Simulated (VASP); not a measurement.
# Al3Cu2 (P-3m1) in VASP: single point with LDA

Aim: the single point of Al3Cu2 with LDA.

All numbers are computed with VASP 6.6.1; they aren't measurements. Logs are shortened: lines on timing, memory, paths and dates and some standing lists are left out, and cuts for length are marked.

**1. The cell of the first run**

Symmetry: P-3m1, No. 164, trigonal system. Conventional cell: a = 4.143 Å, b = 4.143 Å, c = 5.040 Å, α = 90.00°, β = 90.00°, γ = 120.00°. Al (site symmetry -3m) has 6 Cu at 2.52 Å and 6 Al at 2.98 Å within 3.3 Å. Al (site symmetry 3m) has 5 Cu at 2.46 to 2.58 Å and 6 Al at 2.82 to 2.98 Å within 3.3 Å. Within 3.3 Å of Cu (site symmetry 3m) lie 8 Al at 2.46 to 2.58 Å and 3 Cu at 2.88 Å.

**2. Single point, LDA**

Contents of INCAR:

```
SYSTEM = Al3Cu2
  ALGO = Fast
  EDIFF = 1E-7
  ENCUT = 520
  ISIF = 2
  ISMEAR = 0
  LASPH = .TRUE.
  LCHARG = .TRUE.
  LELF = .TRUE.
  LREAL = .FALSE.
  LVHAR = .TRUE.
  LWAVE = .FALSE.
  NBANDS = 24
  NELM = 60
  PREC = Accurate
  SIGMA = 0.1
```

Contents of KPOINTS:

```
k-points
0
G
  12 12 8
  0 0 0
```

Contents of POSCAR:

```
Al3Cu2
1.0
    4.1429942828      0.0000000000      0.0000000000
   -2.0714971414      3.5879382967      0.0000000000
    0.0000000000      0.0000000000      5.0399715879
Al Cu
3 2
Direct
    0.0000000000      0.0000000000      0.0000000000
    0.3333333333      0.6666666667      0.6487161561
    0.6666666667      0.3333333333      0.3512838439
    0.3333333333      0.6666666667      0.1596663120
    0.6666666667      0.3333333333      0.8403336880
```

Potentials or basis: VASP PAW LDA potentials, release 64 (Al, Cu).

On the command line:

```console
> cat potpaw_LDA.64/Al/POTCAR potpaw_LDA.64/Cu/POTCAR > POTCAR
> mpirun -np 1 vasp_std > vasp.out
```

OUTCAR:

```text
SYSTEM = Al3Cu2
   EDIFF = 1E-7
   ENCUT = 520
   ISIF = 2
   ISMEAR = 0
   LASPH = .TRUE.
   LREAL = .FALSE.
   NELM = 60
   PREC = Accurate

 ion  position               nearest neighbor table
   1  0.000  0.000  0.000-   4 2.52   5 2.52   5 2.52   4 2.52   5 2.52   4 2.52   2 2.98   3 2.98
                             2 2.98   3 2.98   3 2.98   2 2.98
   2  0.333  0.667  0.649-   4 2.46   4 2.58   5 2.58   5 2.58   5 2.58   3 2.82   3 2.82   3 2.82
                             1 2.98   1 2.98   1 2.98
   3  0.667  0.333  0.351-   5 2.46   5 2.58   4 2.58   4 2.58   4 2.58   2 2.82   2 2.82   2 2.82
                             1 2.98   1 2.98   1 2.98
   4  0.333  0.667  0.160-   2 2.46   1 2.52   1 2.52   1 2.52   2 2.58   3 2.58   3 2.58   3 2.58

   5  0.667  0.333  0.840-   3 2.46   1 2.52   1 2.52   1 2.52   3 2.58   2 2.58   2 2.58   2 2.58

  LATTYP: Found a hexagonal cell.
 ALAT       =     4.1429942828
 C/A-ratio  =     1.2165045964

  Lattice vectors:

 A1 = (   4.1429942828,   0.0000000000,   0.0000000000)
 A2 = (  -2.0714971414,   3.5879382967,   0.0000000000)
 A3 = (   0.0000000000,   0.0000000000,   5.0399715879)

Analysis of symmetry for initial positions (statically):
=====================================================================
 Subroutine PRICEL returns:
 Original cell was already a primitive cell.

 Routine SETGRP: Setting up the symmetry group for a
 hexagonal supercell.

 Subroutine GETGRP returns: Found 12 space group operations
 (whereof 12 operations were pure point group operations)
 out of a pool of 24 trial point group operations.

The static configuration has the point symmetry D_3d.

Analysis of symmetry for dynamics (positions and initial velocities):
=====================================================================
 Subroutine PRICEL returns:
 Original cell was already a primitive cell.

 Routine SETGRP: Setting up the symmetry group for a
 hexagonal supercell.

 Subroutine GETGRP returns: Found 12 space group operations
 (whereof 12 operations were pure point group operations)
 out of a pool of 24 trial point group operations.

The dynamic configuration has the point symmetry D_3d.

 Subroutine INISYM returns: Found 12 space group operations
 (whereof 12 operations are pure point group operations),
 and found     1 'primitive' translations

----------------------------------------------------------------------------------------
[... 101 lines left out ...]
   EDIFFG = 0.1E-05   stopping-criterion for IOM
   NSW    =      0    number of steps for IOM
   IBRION =     -1    ionic relax: 0-MD 1-quasi-New 2-CG
   NFREE  =      0    steps in history (QN), initial steepest desc. (CG)
   ISIF   =      2    stress and relaxation
   ISYM   =      2    0-nonsym 1-usesym 2-fastsym
   POTIM  = 0.5000    time-step for ionic-motion
   TEBEG  =    0.0;   TEEND  =   0.0 temperature during run
   PSTRESS=    0.0 pullay stress
   NELECT =      31.0000    total number of electrons
   NUPDOWN=      -1.0000    fix difference up-down
   EMIN   =  10.00;   EMAX   =-10.00  energy-range for DOS
   EFERMI =   0.00;   METHOD = LEGACY
   ISMEAR =     0;   SIGMA  =   0.10  broadening in eV -4-tet -1-fermi 0-gaus
   EFERMI_NEDOS =   21; number of points for ismear=-14 and -15
   IALGO  =     68    algorithm
   IMIX   =      4    mixing-type and parameters
     AMIX     =   0.40;   BMIX     =  1.00
     AMIX_MAG =   1.60;   BMIX_MAG =  1.00
  volume/ion in A,a.u.               =      14.98       101.11
  Fermi-wavevector in a.u.,A,eV,Ry     =   1.219924  2.305323 20.248403  1.488216
  Thomas-Fermi vector in A             =   2.355160
   LORBIT       =      0    0 simple, 1 ext, 2 COOP (PROOUT), +10 PAW based schemes
   GGA     = CA    functional components
   LHFCALC =     F    Hartree Fock is set to
   AEXX    =    0.0000 exact exchange contribution
   IVDW    =     0    specifies the selected vdW correction
   LEPSILON=     F    determine dielectric tensor
   LRPA    =     F    only Hartree local field effects (RPA)
 non-spin polarized calculation
 RMM-DIIS sequential band-by-band and
 Gauss-broadening in eV      SIGMA  =   0.10
  energy-cutoff  :      520.00
  volume of cell :       74.92
 maximum number of plane-waves:      2036
 NGX is ok and might be reduce to    32
   NGX = 15   NGY = 15   NGZ = 19

 number of electron      31.0000014 magnetization

 Free energy of the ion-electron system (eV)
  ---------------------------------------------------
  ext. energy  EPLUGINS =         0.00000000
  ---------------------------------------------------
  free energy    TOTEN  =       -22.82521087 eV

  energy without entropy =      -22.81660000  energy(sigma->0) =      -22.82090544

 E-fermi :   7.7896     XC(G=0): -11.0341

 val. band max:        7.7840725325   @ k =   0.2500   0.0833   0.1250
 cond. band min:       7.8089156194   @ k =   0.4167   0.0833   0.0000
 fundamental gap:      0.0248430869
 Fermi energy:         7.7896030184

 k-point     1 :       0.0000    0.0000    0.0000
  band No.  band energies     occupation
      1      -3.1806      2.00000
      2       1.5356      2.00000
      3       2.0354      2.00000
      4       2.5796      2.00000
      5       2.5796      2.00000
      6       2.9296      2.00000
[... 637 lines left out ...]
     23      13.1091      0.00000
     24      13.8757      0.00000

 [... further k-points ...]

------------------------ aborting loop because EDIFF is reached ----------------------------------------

  FORCE on cell =-STRESS in cart. coord.  units (eV):
  Direction    XX          YY          ZZ          XY          YZ          ZX
  --------------------------------------------------------------------------------------
  -------------------------------------------------------------------------------------
  Total       -2.8391596     -2.8391596     -2.9230718      0.0000000      0.0000000      0.0000000
  in kB      -60.7173779    -60.7173779    -62.5118965      0.0000000      0.0000000      0.0000000
  external PRESSURE =     -61.3155508 kB  Pullay stress =       0.0000000 kB

 VOLUME and BASIS-vectors are now :
 -----------------------------------------------------------------------------
  energy-cutoff  :      520.00
  volume of cell :       74.92
      direct lattice vectors                 reciprocal lattice vectors
     4.142994283  0.000000000  0.000000000     0.241371320  0.139355797  0.000000000
    -2.071497141  3.587938297  0.000000000     0.000000000  0.278711593  0.000000000
     0.000000000  0.000000000  5.039971588     0.000000000  0.000000000  0.198413817

 POSITION                                       TOTAL-FORCE (eV/Angst)
 -----------------------------------------------------------------------------------
      0.00000      0.00000      0.00000         0.000000      0.000000      0.000000
     -0.00000      2.39196      3.26951        -0.000000     -0.000000      0.075422
      2.07150      1.19598      1.77046         0.000000      0.000000     -0.075422
     -0.00000      2.39196      0.80471        -0.000000      0.000000     -0.037363
      2.07150      1.19598      4.23526         0.000000     -0.000000      0.037363
 -----------------------------------------------------------------------------------
    total drift:                                0.000000     -0.000000      0.000000

  FREE ENERGIE OF THE ION-ELECTRON SYSTEM (eV)
  ---------------------------------------------------
  free  energy   TOTEN  =       -22.8252108749 eV

  energy  without entropy=      -22.8166000036  energy(sigma->0) =      -22.82090544
```

Run time: 3 min. Hardware: 1 thread of Intel Xeon 6975P-C (Granite Rapids), shared host; peak memory 0.3 GiB.

What came out:

```yaml
Free_energy: -22.8252 eV
Pressure: -6.1 GPa
Largest_force: 0.075 eV/Å
```

Forces on the atoms (eV/Å):
```
Al   0.000  0.000  0.000
Al   0.000  0.000  0.075
Al   0.000  0.000 -0.075
Cu   0.000  0.000 -0.037
Cu   0.000  0.000  0.037
```

Stress tensor (GPa, compression positive):
```
-6.07  0.00  0.00
 0.00 -6.07  0.00
 0.00  0.00 -6.25
```

Levels at points of the mesh, in eV from the Fermi level:
| k point | band 12 | band 13 | band 14 | band 15 | band 16 | band 17 | band 18 | band 19 | band 20 | band 21 |
| --- | --- | --- | --- | --- | --- | --- | --- | --- | --- | --- |
| (0.00, 0.00, 0.00) | -3.59 | -3.54 | -0.13 | -0.13 | 1.36 | 1.36 | 2.29 | 2.71 | 5.17 | 5.20 |
| (0.50, 0.00, 0.00) | -4.00 | -2.90 | -2.83 | -2.48 | -0.76 | -0.21 | 0.44 | 3.02 | 3.75 | 4.62 |
| (0.00, 0.00, 0.50) | -4.08 | 1.20 | 1.20 | 1.41 | 1.41 | 1.85 | 2.36 | 2.36 | 2.42 | 2.80 |
| (0.50, 0.00, 0.50) | -4.11 | -4.03 | -3.45 | -1.64 | -0.13 | 0.75 | 0.85 | 5.03 | 5.21 | 5.37 |
